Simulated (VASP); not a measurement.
A run of VASP 6.6.1 is set up as follows.

Contents of INCAR:

```
SYSTEM = TaN
PREC = Accurate
ENCUT = 520
EDIFF = 1E-7
ISMEAR = -1
SIGMA = 0.05
LREAL = .FALSE.
LASPH = .TRUE.
NELM = 80
ALGO = Normal
ISIF = 2
LWAVE = .FALSE.
LCHARG = .FALSE.
NBANDS = 15
```

Contents of KPOINTS:

```
Automatic mesh
0
G
  10 10 9
  0 0 0
```

The input POSCAR:

```
TaN
1.0
    2.9380000000      0.0000000000      0.0000000000
   -1.4690000000      2.5443826363      0.0000000000
    0.0000000000      0.0000000000      2.8830000000
Ta N
1 1
Direct
    0.0000000000      0.0000000000      0.5000000000
    0.6666666667      0.3333333333      0.0000000000
```

Potentials or basis: VASP PAW LDA potentials, release 64 (Ta_pv, N).

Run with:

```sh
$ cat potpaw_LDA.64/Ta_pv/POTCAR potpaw_LDA.64/N/POTCAR > POTCAR
$ mpirun -np 1 vasp_std > vasp.out
```

(1) What does it give for the pressure?

(2) Predict the band gap on the k mesh.

Answers

(1) -9.8 GPa.

(2) zero (band 8 reaches 8.30 eV, above the bottom of band 9 at 8.01 eV).

Caveat: spin-orbit coupling is left out, which moves the levels of the heavy elements.
